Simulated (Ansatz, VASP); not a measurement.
This is a calculation of MgS for VASP 6.6.1.

File INCAR:

```
ALGO     = Normal         # electronic algorithm
EDIFF    = 1E-6           # SCF threshold, eV
ENCUT    = 840            # plane-wave cutoff, eV
GGA_COMPAT= F            
ISIF     = 2              # what is computed and relaxed
ISMEAR   = -1             # smearing method
LASPH    = T              # aspherical terms in the spheres
LCHARG   = T              # write CHGCAR
LELF     = T              # ELF
LREAL    = F              # projectors in reciprocal space
LVHAR    = T            
LWAVE    = F              # write WAVECAR
NBANDS   = 15             # bands
NELM     = 120            # most SCF steps
PREC     = Accurate       # precision mode
SIGMA    = 0.05           # smearing width, eV
```

KPOINTS

```
k-points
0
Gamma
  9 9 9
```

File POSCAR:

```
MgS
1.0
    0.0000000000      2.5664882573      2.5664882573
    2.5664882573      0.0000000000      2.5664882573
    2.5664882573      2.5664882573      0.0000000000
S Mg
1 1
Direct
    0.5000000000      0.5000000000      0.5000000000
    0.0000000000      0.0000000000      0.0000000000
```

Potentials or basis: VASP PAW LDA potentials, release 64 (S, Mg_sv).

Command:

```console
$ cat potpaw_LDA.64/S/POTCAR potpaw_LDA.64/Mg_sv/POTCAR > POTCAR
$ mpirun -np 1 vasp_std > vasp.out
```

Q: Translate it to Ansatz 0.2.0. Potentials there: Ansatz PAW.

A: As run (the cutoff follows the program's own potentials):

Contents of input.yaml:

```yaml
crystal:
  lattice:
    - [0.0, 2.5664882573, 2.5664882573]
    - [2.5664882573, 0.0, 2.5664882573]
    - [2.5664882573, 2.5664882573, 0.0]
  atoms:
    - { symbol: S, position: [0.5, 0.5, 0.5] }
    - { symbol: Mg, position: [0.0, 0.0, 0.0] }
hamiltonian:
  xc: lda
  pseudopotentials: { kind: paw }
kpoints:
  mp_grid: { grid: [9, 9, 9] }
scf:
  occupations: { method: fermi_dirac, width: 0.05 }
output:
  forces: true
  stress: true
  eigenvalues: true
```

Potentials or basis: Ansatz PAW.

Command:

```console
$ ansatz run input.yaml --threads 2 --pin off --max-ram 5632MiB --backend cpu --events-out ev --progress --plain --runs-dir out
```

Both were run:

|  | VASP | Ansatz | Ansatz less VASP |
| --- | --- | --- | --- |
| gap on the k mesh at the Fermi level (eV) | 2.79 | 2.78 | -0.018 |
| least direct gap on the mesh (eV) | 3.83 | 3.81 | -0.023 |
| pressure (GPa) | -0.2 | -0.2 | -0.01 |

LDA's correlation is that of Perdew and Zunger in VASP and of Perdew and Wang (1992) in Ansatz.

Noted on Ansatz's run: odd divisions of the mesh miss points on the zone boundary, where band edges often lie, so the gap on the mesh can be too wide.
